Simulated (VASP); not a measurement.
Input of a VASP 6.6.1 run:

Contents of INCAR:

```
SYSTEM = CrB2
ALGO = Normal
EDIFF = 1E-6
ENCUT = 520
ISIF = 2
ISMEAR = -1
LASPH = .TRUE.
LCHARG = .FALSE.
LREAL = .FALSE.
LWAVE = .FALSE.
NBANDS = 16
NELM = 60
PREC = Accurate
SIGMA = 0.15
```

The input KPOINTS:

```
k-points
0
G
  18 18 14
  0 0 0
```

The input POSCAR:

```
CrB2
1.0
    2.9314844570      0.0000000000      0.0000000000
   -1.4657422285      2.5387400106      0.0000000000
    0.0000000000      0.0000000000      2.8338477905
Cr B
1 2
Direct
    0.0000000000      0.0000000000      0.0000000000
    0.3333333333      0.6666666667      0.5000000000
    0.6666666667      0.3333333333      0.5000000000
```

Potentials or basis: VASP PAW LDA potentials, release 64 (Cr_pv, B).

Run with:

```console
$ cat potpaw_LDA.64/Cr_pv/POTCAR potpaw_LDA.64/B/POTCAR > POTCAR
$ mpirun -np 1 vasp_std > vasp.out
```

What does it give for the pressure?

7.2 GPa.

What does it give for the band gap on the k mesh?

Zero (band 9 reaches 12.57 eV, above the bottom of band 10 at 10.51 eV).

Stress tensor (GPa, compression positive):
```
7.24 0.00 0.00
0.00 7.24 0.00
0.00 0.00 6.99
```

 Spin polarisation is off, so any magnetic state and its effect on volume and gap are missing.
